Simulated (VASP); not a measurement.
A run of VASP 6.6.1:

The input POSCAR:

```
Pb
1.0
   -1.9927702770      1.9927702770      1.9927702770
    1.9927702770     -1.9927702770      1.9927702770
    1.9927702770      1.9927702770     -1.9927702770
Pb
1
Direct
    0.0000000000      0.0000000000      0.0000000000
```

Contents of INCAR.step1:

```
SYSTEM = Pb
  PREC = Accurate
  ENCUT = 520
  EDIFF = 1E-5
  ISMEAR = -1
  SIGMA = 0.05
  LREAL = .False.
  LASPH = .True.
  NELM = 100
  ALGO = Normal
  ISIF = 2
  LWAVE = .True.
  LCHARG = .False.
  NBANDS = 13
  GGA = PE
```

Contents of INCAR.step2:

```
SYSTEM = Pb
  PREC = Accurate
  ENCUT = 520
  EDIFF = 1E-7
  ISMEAR = -1
  SIGMA = 0.05
  LREAL = .False.
  LASPH = .True.
  NELM = 100
  ALGO = Normal
  ISIF = 2
  LWAVE = .False.
  LCHARG = .False.
  GGA = PE
  LHFCALC = .True.
  AEXX = 0.25
  PRECFOCK = Normal
  NBANDS = 13
  ISTART = 1
```

Contents of KPOINTS:

```
Automatic mesh
0
Gamma
  6 6 6
  0 0 0
```

Potentials or basis: VASP PAW PBE potentials, release 64 (Pb_d).

Run with:

```console
$ cat potpaw_PBE.64/Pb_d/POTCAR > POTCAR
$ cp INCAR.step1 INCAR
$ mpirun -np 1 vasp_std > vasp.out
$ cp INCAR.step2 INCAR
$ mpirun -np 1 vasp_std > vasp.out
```

Hardware: 1 thread of Intel(R) Xeon(R) 6975P-C (Granite Rapids), on a shared host.

Q: Estimate the wall time of this run.

A: Run time: 12 min on 1 thread of Intel(R) Xeon(R) 6975P-C (Granite Rapids) (shared host), peak memory 0.17 GiB. Counts: k points 16.
